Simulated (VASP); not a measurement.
A run of VASP 6.6.1 is set up as follows.

Contents of INCAR:

```
SYSTEM = TiB2
ALGO = Normal
EDIFF = 1E-8
ENCUT = 520
GGA = PE
ISIF = 2
ISMEAR = -1
LASPH = .True.
LCHARG = .False.
LEFG = .True.
LREAL = .False.
LWAVE = .False.
NBANDS = 16
NELM = 80
PREC = Accurate
SIGMA = 0.08
```

The input KPOINTS:

```
k-points
0
Gamma
  15 15 13
  0 0 0
```

Contents of POSCAR:

```
TiB2
1.0
    3.0291982016     -0.0454379730     -0.0454379730
   -1.5539495397      2.6460815822     -0.0166314524
   -0.0484260000     -0.0484260000      3.2284000000
Ti B
1 2
Direct
    0.0000000000      0.0000000000      0.0000000000
    0.3333333333      0.6666666667      0.5000000000
    0.6666666667      0.3333333333      0.5000000000
```

Potentials or basis: VASP PAW PBE potentials, release 64 (Ti_sv, B).

Command:

```bash
$ cat potpaw_PBE.64/Ti_sv/POTCAR potpaw_PBE.64/B/POTCAR > POTCAR
$ mpirun -np 1 vasp_std > vasp.out
```

Q: Estimate the largest force.

A: 0.091 eV/Å.

Q: What does it give for the band gap on the k mesh?

A: Zero (bands 9 and 10 overlap by 0.40 eV).

Forces in eV/Å, atoms in the order of the input:
```
Ti   0.000  0.000  0.000
B    0.089  0.013 -0.011
B   -0.089 -0.013  0.011
```

Caveat: the cell differs from its parent crystal (equal xy, yz and zx shear strains of -3 %); without QUAD_EFG the Cq values of the log hold for a quadrupole moment of 1 mb, not for the nuclei.
